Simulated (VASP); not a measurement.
# SbPt (P6_3/mmc) in VASP: further runs, part 3 of 3

VASP 6.6.1. Earlier steps stand in the parts before.

**5. Electric field gradients, LDA**

This run uses another cell than the first one, of 20.21 Å³/atom.

INCAR reads:

```
SYSTEM = SbPt
PREC = Accurate
ENCUT = 520
EDIFF = 1E-8
ISMEAR = -1
SIGMA = 0.08
LREAL = .FALSE.
LASPH = .TRUE.
NELM = 80
ALGO = Normal
ISIF = 2
LWAVE = .FALSE.
LCHARG = .FALSE.
GGA = CA
LEFG = .TRUE.
NBANDS = 23
```

KPOINTS reads:

```
Automatic mesh
0
G
  11 11 8
  0 0 0
```

POSCAR reads:

```
SbPt
1.0
    4.1299978706      0.0000000000      0.0000000000
   -2.0649989353      3.5766830735      0.0000000000
    0.0000000000      0.0000000000      5.4720000000
Sb Pt
2 2
Direct
    0.3333333333      0.6666666667      0.2500000000
    0.6666666667      0.3333333333      0.7500000000
    0.0000000000      0.0000000000      0.0000000000
    0.0000000000      0.0000000000      0.5000000000
```

Potentials or basis: VASP PAW LDA potentials, release 64 (Sb, Pt).

Launch:

```bash
cat potpaw_LDA.64/Sb/POTCAR potpaw_LDA.64/Pt/POTCAR > POTCAR
mpirun -np 1 vasp_std > vasp.out
```

OUTCAR:

```text
SYSTEM = SbPt
   PREC = Accurate
   ENCUT = 520
   EDIFF = 1E-8
   ISMEAR = -1
   LREAL = .FALSE.
   LASPH = .TRUE.
   NELM = 80
   ISIF = 2
   GGA = CA

 ion  position               nearest neighbor table
   1  0.333  0.667  0.250-   3 2.75   4 2.75   3 2.75   4 2.75   3 2.75   4 2.75   2 3.63   2 3.63
                             2 3.63   2 3.63   2 3.63   2 3.63
   2  0.667  0.333  0.750-   3 2.75   4 2.75   3 2.75   4 2.75   3 2.75   4 2.75   1 3.63   1 3.63
                             1 3.63   1 3.63   1 3.63   1 3.63
   3  0.000  0.000  0.000-   4 2.74   4 2.74   1 2.75   2 2.75   1 2.75   2 2.75   2 2.75   1 2.75

   4  0.000  0.000  0.500-   3 2.74   3 2.74   1 2.75   2 2.75   1 2.75   2 2.75   2 2.75   1 2.75

  LATTYP: Found a hexagonal cell.
 ALAT       =     4.1299978706
 C/A-ratio  =     1.3249401504

  Lattice vectors:

 A1 = (   4.1299978706,   0.0000000000,   0.0000000000)
 A2 = (  -2.0649989353,   3.5766830735,   0.0000000000)
 A3 = (   0.0000000000,   0.0000000000,   5.4720000000)

Analysis of symmetry for initial positions (statically):
=====================================================================
 Subroutine PRICEL returns:
 Original cell was already a primitive cell.

 Routine SETGRP: Setting up the symmetry group for a
 hexagonal supercell.

 Subroutine GETGRP returns: Found 24 space group operations
 (whereof 12 operations were pure point group operations)
 out of a pool of 24 trial point group operations.

The static configuration has the point symmetry D_3d.
 The point group associated with its full space group is D_6h.

Analysis of symmetry for dynamics (positions and initial velocities):
[... 800 lines left out ...]
  Direction    XX          YY          ZZ          XY          YZ          ZX
  --------------------------------------------------------------------------------------
  -------------------------------------------------------------------------------------
  Total        0.2810810      0.2810810     -0.3140013      0.0000000      0.0000000      0.0000000
  in kB        5.5714178      5.5714178     -6.2239430      0.0000000      0.0000000      0.0000000
  external PRESSURE =       1.6396309 kB  Pullay stress =       0.0000000 kB

 VOLUME and BASIS-vectors are now :
 -----------------------------------------------------------------------------
  energy-cutoff  :      520.00
  volume of cell :       80.83
      direct lattice vectors                 reciprocal lattice vectors
     4.129997871  0.000000000  0.000000000     0.242130875  0.139794326  0.000000000
    -2.064998935  3.576683073  0.000000000     0.000000000  0.279588652  0.000000000
     0.000000000  0.000000000  5.472000000     0.000000000  0.000000000  0.182748538

 POSITION                                       TOTAL-FORCE (eV/Angst)
 -----------------------------------------------------------------------------------
     -0.00000      2.38446      1.36800        -0.000000     -0.000000      0.000000
      2.06500      1.19223      4.10400        -0.000000      0.000000      0.000000
      0.00000      0.00000      0.00000         0.000000      0.000000      0.000000
      0.00000      0.00000      2.73600         0.000000      0.000000      0.000000
 -----------------------------------------------------------------------------------
    total drift:                               -0.000000      0.000000      0.000000

  FREE ENERGIE OF THE ION-ELECTRON SYSTEM (eV)
  ---------------------------------------------------
  free  energy   TOTEN  =       -26.3558980655 eV

  energy  without entropy=      -26.3142814207  energy(sigma->0) =      -26.33508974

 Electric field gradients (V/A^2)
---------------------------------------------------------------------
 ion       V_xx      V_yy      V_zz      V_xy      V_xz      V_yz
---------------------------------------------------------------------
   1      -9.890    -9.891    19.781    -0.000    -0.000     0.000
   2      -9.890    -9.891    19.781    -0.000     0.000    -0.000
   3      60.728    60.728  -121.456    -0.000    -0.000     0.000
   4      60.728    60.728  -121.456    -0.000     0.000    -0.000
---------------------------------------------------------------------

 Electric field gradients after diagonalization (V/A^2)
 (convention: |V_zz| > |V_xx| > |V_yy|)
----------------------------------------------------------------------
 ion       V_xx      V_yy      V_zz     asymmetry (V_yy - V_xx)/ V_zz
----------------------------------------------------------------------
   1      -9.891    -9.890    19.781       0.000
   2      -9.891    -9.890    19.781       0.000
   3      60.728    60.728  -121.456       0.000
   4      60.728    60.728  -121.456       0.000
----------------------------------------------------------------------

           NMR quadrupolar parameters

 Cq : quadrupolar parameter    Cq=e*Q*V_zz/h
 eta: asymmetry parameters     (V_yy - V_xx)/ V_zz
 Q  : nuclear electric quadrupole moment in mb (millibarn)
----------------------------------------------------------------------
 ion       Cq(MHz)       eta       Q (mb)
----------------------------------------------------------------------
   1       0.048       0.000       1.000
   2       0.048       0.000       1.000
   3      -0.294       0.000       1.000
   4      -0.294       0.000       1.000
----------------------------------------------------------------------
```

It took 2.1 min on 1 thread of Intel Xeon 8259CL, shared host; peak memory 0.26 GiB.

Results:

- Free energy: -26.3559 eV
- Pressure: 0.2 GPa
- Band gap on the k mesh: zero (bands 15 and 16 overlap by 3.96 eV)
- Largest electric field gradient by atom: Sb +19.8; Pt -121.5 V/Å²

Levels at points of the mesh, in eV from the Fermi level:
| k point | band 13 | band 14 | band 15 | band 16 | band 17 | band 18 |
| --- | --- | --- | --- | --- | --- | --- |
| (0.00, 0.00, 0.00) | -0.09 | -0.09 | 0.75 | 2.31 | 2.40 | 3.62 |
| (0.00, 0.00, 0.50) | -1.23 | -1.23 | 2.36 | 2.36 | 2.36 | 2.36 |

Electric field gradients, principal values (V/Å²):
| atom | least | middle | greatest (by size) |
| --- | --- | --- | --- |
| 1 Sb | -9.890 | -9.891 | 19.781 |
| 2 Sb | -9.890 | -9.891 | 19.781 |
| 3 Pt | 60.728 | 60.728 | -121.456 |
| 4 Pt | 60.728 | 60.728 | -121.456 |

Caveat: without QUAD_EFG the Cq values of the log hold for a quadrupole moment of 1 mb, not for the nuclei; spin-orbit coupling is left out, which moves the levels of the heavy elements.

**6. Single point, LDA**

This run uses another cell than the first one, of 20.21 Å³/atom.

POSCAR is that of step 5.

INCAR.step1 reads:

```
ALGO = Normal ; EDIFF = 1E-7
ENCUT = 520 ; ISIF = 2
ISMEAR = -1 ; LASPH = True
LCHARG = True ; LMAXMIX = 4
LREAL = False ; LWAVE = False
NBANDS = 23 ; NELM = 60
PREC = Accurate ; SIGMA = 0.08
```

KPOINTS.step1 reads:

```
k-points
0
Gamma
  11 11 8
```

INCAR.step2 reads:

```
ALGO = Normal ; EDIFF = 1E-7
ENCUT = 520 ; ICHARG = 11
ISIF = 2 ; ISMEAR = -5
LASPH = True ; LCHARG = False
LMAXMIX = 4 ; LORBIT = 11
LREAL = False ; LWAVE = False
NEDOS = 1001 ; NELM = 60
PREC = Accurate ; SIGMA = 0.08
```

KPOINTS.step2 reads:

```
k-points
0
Gamma
  17 17 12
```

Potentials or basis: VASP PAW LDA potentials, release 64 (Sb, Pt).

Launch:

```bash
cat potpaw_LDA.64/Sb/POTCAR potpaw_LDA.64/Pt/POTCAR > POTCAR
cp INCAR.step1 INCAR
cp KPOINTS.step1 KPOINTS
mpirun -np 1 vasp_std > vasp.out
cp INCAR.step2 INCAR
cp KPOINTS.step2 KPOINTS
mpirun -np 1 vasp_std > vasp.out
```

Run time: 5.9 min. Hardware: 1 thread of Intel Xeon 8259CL, shared host; peak memory 0.43 GiB.

Results (log left out):

```
Valence electrons inside the program's atomic spheres : Sb 2.41; Pt 9.48
```

Levels at points of the mesh, in eV from the Fermi level:
```
           k point  band 11  band 12  band 13  band 14  band 15  band 16  band 17  band 18  band 19
(0.00, 0.00, 0.00)    -2.20    -2.20    -0.10    -0.10     0.73     2.30     2.39     3.61     3.61
(0.00, 0.00, 0.50)    -3.69    -3.69    -1.24    -1.24     2.35     2.35     2.35     2.35     5.24
```

Caveat: spin-orbit coupling is left out, which moves the levels of the heavy elements; tetrahedron occupations give inexact forces and stress in metals.

**7. The runs side by side**

| task | cell | k mesh for the DOS | occupations for the DOS | gap on the mesh (eV) | pressure (GPa) |
| --- | --- | --- | --- | --- | --- |
| electric field gradients | a = 4.074, b = 4.074, c = 5.398 Å, angles 90.0, 90.0, 120.0°, 4 atoms | - | - | none | 7.0 |
| electric field gradients | a = 4.116, b = 4.116, c = 5.454 Å, angles 90.0, 90.0, 120.0°, 4 atoms | - | - | none | 1.7 |
| electric field gradients | a = 4.157, b = 4.157, c = 5.508 Å, angles 90.0, 90.0, 120.0°, 4 atoms | - | - | none | -2.7 |
| electric field gradients | a = 4.130, b = 4.130, c = 5.472 Å, angles 90.0, 90.0, 120.0°, 4 atoms | - | - | none | 0.2 |
| single point | a = 4.130, b = 4.130, c = 5.472 Å, angles 90.0, 90.0, 120.0°, 4 atoms | 17 × 17 × 12 | tetrahedron | - | - |

Alike in all rows: level LDA; potentials or basis VASP PAW LDA potentials, release 64 (Sb, Pt); no spin polarisation; k mesh 11 × 11 × 8; cutoff (eV) 520; smearing fermi-dirac 0.08 eV.

Caveats: spin-orbit coupling is left out, which moves the levels of the heavy elements; the cell stands under pressure (at least some runs); tetrahedron occupations give inexact forces and stress in metals (at least some runs).

Total energies depend on the potentials used, so only differences within one code and one set of settings carry meaning.
